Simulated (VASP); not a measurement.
# GaN (P6_3mc) in VASP: a series of runs

The runs below take GaN through single point, relaxation of cell and atoms, with PBEsol.

Everything below comes from runs of VASP 6.6.1. Logs are shortened: lines on timing, memory, paths and dates and some standing lists are left out, and cuts for length are marked.

### Step 1. The cell of the first run

Symmetry: P6_3mc, No. 186, hexagonal system. The conventional cell has a = 3.183 Å, b = 3.183 Å, c = 5.185 Å, α = 90.00°, β = 90.00°, γ = 120.00°. Ga (site symmetry 3m) has 4 N at 1.95 Å within 2.6 Å. Within 2.6 Å of N (site symmetry 3m) lie 4 Ga at 1.95 Å.

### Step 2. Single point, PBEsol

File INCAR:

```
PREC = Accurate
ENCUT = 520
EDIFF = 1E-7
ISMEAR = 0
SIGMA = 0.01
LREAL = F
LASPH = T
NELM = 60
ALGO = Normal
ISIF = 2
LWAVE = F
LCHARG = T
GGA = PS
LELF = T
LVHAR = T
NBANDS = 26
```

File KPOINTS:

```
Automatic mesh
0
Gamma
  9 9 6
```

File POSCAR:

```
GaN
1.0
    3.1825191906      0.0000000000      0.0000000000
   -1.5912595953      2.7561424671      0.0000000000
    0.0000000000      0.0000000000      5.1851467759
Ga N
2 2
Direct
    0.3333333333      0.6666666667      0.0001921151
    0.6666666667      0.3333333333      0.5001921151
    0.3333333333      0.6666666667      0.3768078849
    0.6666666667      0.3333333333      0.8768078849
```

Potentials or basis: VASP PAW PBE potentials, release 64 (Ga_d, N).

Launch:

```sh
cat potpaw_PBE.64/Ga_d/POTCAR potpaw_PBE.64/N/POTCAR > POTCAR
mpirun -np 1 vasp_std > vasp.out
```

OUTCAR:

```text
PREC = Accurate
   ENCUT = 520
   EDIFF = 1E-7
   ISMEAR = 0
   LREAL = F
   LASPH = T
   NELM = 60
   ISIF = 2
   GGA = PS

 ion  position               nearest neighbor table
   1  0.333  0.667  0.000-   4 1.95   4 1.95   4 1.95   3 1.95
   2  0.667  0.333  0.500-   3 1.95   3 1.95   3 1.95   4 1.95
   3  0.333  0.667  0.377-   2 1.95   2 1.95   2 1.95   1 1.95
   4  0.667  0.333  0.877-   1 1.95   1 1.95   1 1.95   2 1.95

  LATTYP: Found a hexagonal cell.
 ALAT       =     3.1825191906
 C/A-ratio  =     1.6292586047

  Lattice vectors:

 A1 = (   3.1825191906,   0.0000000000,   0.0000000000)
 A2 = (  -1.5912595953,   2.7561424671,   0.0000000000)
 A3 = (   0.0000000000,   0.0000000000,   5.1851467759)

Analysis of symmetry for initial positions (statically):
=====================================================================
 Subroutine PRICEL returns:
 Original cell was already a primitive cell.

 Routine SETGRP: Setting up the symmetry group for a
 hexagonal supercell.

 Subroutine GETGRP returns: Found 12 space group operations
 (whereof  6 operations were pure point group operations)
 out of a pool of 24 trial point group operations.

The static configuration has the point symmetry C_3v.
 The point group associated with its full space group is C_6v.

Analysis of symmetry for dynamics (positions and initial velocities):
=====================================================================
 Subroutine PRICEL returns:
 Original cell was already a primitive cell.

 Routine SETGRP: Setting up the symmetry group for a
 hexagonal supercell.

 Subroutine GETGRP returns: Found 12 space group operations
 (whereof  6 operations were pure point group operations)
 out of a pool of 24 trial point group operations.

The dynamic configuration has the point symmetry C_3v.
 The point group associated with its full space group is C_6v.

 Subroutine INISYM returns: Found 12 space group operations
 (whereof  6 operations are pure point group operations),
 and found     1 'primitive' translations

----------------------------------------------------------------------------------------

                                     Primitive cell

  volume of cell :      45.4814

  direct lattice vectors                    reciprocal lattice vectors
     3.182519191  0.000000000  0.000000000     0.314216487  0.181412973  0.000000000
    -1.591259595  2.756142467  0.000000000     0.000000000  0.362825947  0.000000000
     0.000000000  0.000000000  5.185146776     0.000000000  0.000000000  0.192858571

  length of vectors
     3.182519191  3.182519191  5.185146776     0.362825947  0.362825947  0.192858571

  position of ions in fractional coordinates (direct lattice)
     0.333333333  0.666666667  0.000192115
     0.666666667  0.333333333  0.500192115
     0.333333333  0.666666667  0.376807885
     0.666666667  0.333333333  0.876807885

  ion indices of the primitive-cell ions
   primitive index   ion index
                 1           1
                 2           2
                 3           3
                 4           4

----------------------------------------------------------------------------------------

 KPOINTS: Automatic mesh

Automatic generation of k-mesh.
 Grid dimensions read from file:
 generate k-points for:    9    9    6

 Generating k-lattice:

  Cartesian coordinates                     Fractional coordinates (reciprocal lattice)
     0.034912943  0.020156997  0.000000000     0.111111111  0.000000000  0.000000000
     0.000000000  0.040313994  0.000000000     0.000000000  0.111111111  0.000000000
     0.000000000  0.000000000  0.032143095     0.000000000  0.000000000  0.166666667

  Length of vectors
     0.040313994  0.040313994  0.032143095

  Shift w.r.t. Gamma in fractional coordinates (k-lattice)
     0.000000000  0.000000000  0.000000000

 Subroutine IBZKPT returns following result:
 ===========================================

 Found     48 irreducible k-points:

 Following reciprocal coordinates:
            Coordinates               Weight
  0.000000  0.000000  0.000000      1.000000
  0.111111  0.000000  0.000000      6.000000
  0.222222 -0.000000  0.000000      6.000000
  0.333333  0.000000  0.000000      6.000000
  0.444444 -0.000000  0.000000      6.000000
  0.111111  0.111111  0.000000      6.000000
[... 16 lines left out ...]
  0.333333  0.222222  0.166667     24.000000
  0.333333  0.333333  0.166667      4.000000
 [... further k-points ...]
   k-points           NKPTS =     48   k-points in BZ     NKDIM =     48   number of bands    NBANDS=     26
   number of dos      NEDOS =    301   number of ions     NIONS =      4
   total plane-waves  NPLWV =  23040
   dimension x,y,z NGX =    24 NGY =   24 NGZ =   40
   dimension x,y,z NGXF=    48 NGYF=   48 NGZF=   80
   ions per type =               2   2
   NGX,Y,Z   is equivalent  to a cutoff of  12.54, 12.54, 12.82 a.u.
   NGXF,Y,Z  is equivalent  to a cutoff of  25.07, 25.07, 25.65 a.u.
 SYSTEM =  unknown system
   PREC   = accura    normal or accurate (medium, high low for compatibility)
   ISTART =      0    job   : 0-new  1-cont  2-samecut
   ICHARG =      2    charge: 1-file 2-atom 10-const
   ISPIN  =      1    spin polarized calculation?
   LNONCOLLINEAR =      F non collinear calculations
   LSORBIT =      F    spin-orbit coupling
   LASPH  =      T    aspherical Exc in radial PAW
   ENCUT  =  520.0 eV  38.22 Ry    6.18 a.u.   5.92  5.92  9.64*2*pi/ulx,y,z
   NELM   =     60;   NELMIN=  2; NELMDL= -5     # of ELM steps
   EDIFF  = 0.1E-06   stopping-criterion for ELM
   LREAL  =      F    real-space projection
   EDIFFG = 0.1E-05   stopping-criterion for IOM
   NSW    =      0    number of steps for IOM
   IBRION =     -1    ionic relax: 0-MD 1-quasi-New 2-CG
   NFREE  =      0    steps in history (QN), initial steepest desc. (CG)
   ISIF   =      2    stress and relaxation
   ISYM   =      2    0-nonsym 1-usesym 2-fastsym
   POTIM  = 0.5000    time-step for ionic-motion
   TEBEG  =    0.0;   TEEND  =   0.0 temperature during run
   PSTRESS=    0.0 pullay stress
   NELECT =      36.0000    total number of electrons
   NUPDOWN=      -1.0000    fix difference up-down
   EMIN   =  10.00;   EMAX   =-10.00  energy-range for DOS
   EFERMI =   0.00;   METHOD = LEGACY
   ISMEAR =     0;   SIGMA  =   0.01  broadening in eV -4-tet -1-fermi 0-gaus
   EFERMI_NEDOS =   21; number of points for ismear=-14 and -15
   IALGO  =     38    algorithm
   IMIX   =      4    mixing-type and parameters
     AMIX     =   0.40;   BMIX     =  1.00
     AMIX_MAG =   1.60;   BMIX_MAG =  1.00
  volume/ion in A,a.u.               =      11.37        76.73
  Fermi-wavevector in a.u.,A,eV,Ry     =   1.514367  2.861738 31.202334  2.293307
  Thomas-Fermi vector in A             =   2.624034
   LORBIT       =      0    0 simple, 1 ext, 2 COOP (PROOUT), +10 PAW based schemes
   GGA     = PS    functional components
   LHFCALC =     F    Hartree Fock is set to
   AEXX    =    0.0000 exact exchange contribution
   IVDW    =     0    specifies the selected vdW correction
   LEPSILON=     F    determine dielectric tensor
   LRPA    =     F    only Hartree local field effects (RPA)
 non-spin polarized calculation
 Gauss-broadening in eV      SIGMA  =   0.01
  energy-cutoff  :      520.00
  volume of cell :       45.48
 maximum number of plane-waves:      1248
 NGX is ok and might be reduce to    24
   NGX = 11   NGY = 11   NGZ = 19

 number of electron      35.9999992 magnetization

 Free energy of the ion-electron system (eV)
  ---------------------------------------------------
  ext. energy  EPLUGINS =         0.00000000
  ---------------------------------------------------
  free energy    TOTEN  =       -26.26845980 eV

  energy without entropy =      -26.26845980  energy(sigma->0) =      -26.26845980

 E-fermi :   5.2797     XC(G=0): -11.9289

 val. band max:        5.2371405736   @ k =   0.0000   0.0000   0.0000
 cond. band min:       7.1317286868   @ k =   0.0000   0.0000   0.0000
 fundamental gap:      1.8945881132
 Fermi energy:         5.2796804091

 k-point     1 :       0.0000    0.0000    0.0000
  band No.  band energies     occupation
      1     -10.7809      2.00000
      2      -9.8115      2.00000
      3      -8.1679      2.00000
      4      -8.1520      2.00000
      5      -8.1520      2.00000
      6      -8.0892      2.00000
[... 18 lines left out ...]
     25      16.8910      0.00000
     26      16.8910      0.00000

 k-point     2 :       0.1111    0.0000    0.0000
  band No.  band energies     occupation
      1     -10.6570      2.00000
      2      -9.7792      2.00000
      3      -8.1551      2.00000
      4      -8.1342      2.00000
      5      -8.1147      2.00000
      6      -8.0745      2.00000
[... 18 lines left out ...]
     25      16.4248      0.00000
     26      17.1553      0.00000

 k-point     3 :       0.2222   -0.0000    0.0000
  band No.  band energies     occupation
      1     -10.3460      2.00000
      2      -9.7113      2.00000
      3      -8.1188      2.00000
      4      -8.0986      2.00000
      5      -8.0412      2.00000
      6      -8.0023      2.00000
[... 18 lines left out ...]
     25      16.6013      0.00000
     26      17.7091      0.00000

 k-point     4 :       0.3333    0.0000    0.0000
  band No.  band energies     occupation
      1     -10.0211      2.00000
      2      -9.6575      2.00000
      3      -8.0989      2.00000
      4      -8.0785      2.00000
      5      -7.9963      2.00000
      6      -7.9335      2.00000
[... 18 lines left out ...]
     25      16.7244      0.00000
     26      18.3287      0.00000
[... 496 lines left out ...]
      1      -9.8591      2.00000
      2      -9.6459      2.00000
      3      -8.1085      2.00000
      4      -8.0446      2.00000
      5      -7.9814      2.00000
      6      -7.9664      2.00000
[... 18 lines left out ...]
     25      16.3246      0.00000
     26      18.8589      0.00000

 k-point    23 :       0.3333    0.2222    0.1667
  band No.  band energies     occupation
      1      -9.7357      2.00000
      2      -9.6383      2.00000
      3      -8.1240      2.00000
      4      -8.0229      2.00000
      5      -7.9676      2.00000
      6      -7.9284      2.00000
[... 18 lines left out ...]
     25      17.2595      0.00000
     26      18.5392      0.00000

 k-point    24 :       0.3333    0.3333    0.1667
  band No.  band energies     occupation
      1      -9.6660      2.00000
      2      -9.6660      2.00000
      3      -8.1367      2.00000
      4      -7.9748      2.00000
      5      -7.9748      2.00000
      6      -7.9265      2.00000
[... 18 lines left out ...]
     25      18.1391      0.00000
     26      18.3206      0.00000

 [... further k-points ...]

------------------------ aborting loop because EDIFF is reached ----------------------------------------

  FORCE on cell =-STRESS in cart. coord.  units (eV):
  Direction    XX          YY          ZZ          XY          YZ          ZX
  --------------------------------------------------------------------------------------
  -------------------------------------------------------------------------------------
  Total       -0.0585066     -0.0585066     -0.0449539      0.0000000      0.0000000      0.0000000
  in kB       -2.0610191     -2.0610191     -1.5835954      0.0000000      0.0000000      0.0000000
  external PRESSURE =      -1.9018778 kB  Pullay stress =       0.0000000 kB

 VOLUME and BASIS-vectors are now :
 -----------------------------------------------------------------------------
  energy-cutoff  :      520.00
  volume of cell :       45.48
      direct lattice vectors                 reciprocal lattice vectors
     3.182519191  0.000000000  0.000000000     0.314216487  0.181412973  0.000000000
    -1.591259595  2.756142467  0.000000000     0.000000000  0.362825947  0.000000000
     0.000000000  0.000000000  5.185146776     0.000000000  0.000000000  0.192858571

 POSITION                                       TOTAL-FORCE (eV/Angst)
 -----------------------------------------------------------------------------------
     -0.00000      1.83743      0.00100         0.000000     -0.000000     -0.000440
      1.59126      0.91871      2.59357        -0.000000      0.000000     -0.000440
     -0.00000      1.83743      1.95380         0.000000     -0.000000      0.000440
      1.59126      0.91871      4.54638        -0.000000      0.000000      0.000440
 -----------------------------------------------------------------------------------
    total drift:                               -0.000001     -0.000001      0.000071

  FREE ENERGIE OF THE ION-ELECTRON SYSTEM (eV)
  ---------------------------------------------------
  free  energy   TOTEN  =       -26.2684597950 eV

  energy  without entropy=      -26.2684597950  energy(sigma->0) =      -26.26845980
```

Wall time 58 s (1 thread of Intel Xeon Platinum 8259CL at 2.50GHz (Skylake/Cascade Lake), shared host); peak memory 0.19 GiB.

Results:

| Item | Value |
| --- | --- |
| Free energy | -26.2685 eV |
| Pressure | -0.2 GPa |
| Band gap on the k mesh | 1.89 eV |

Caveat: the PAW data sets were made with another functional, which shifts forces and pressure a little.

[end of part 1 of 2]
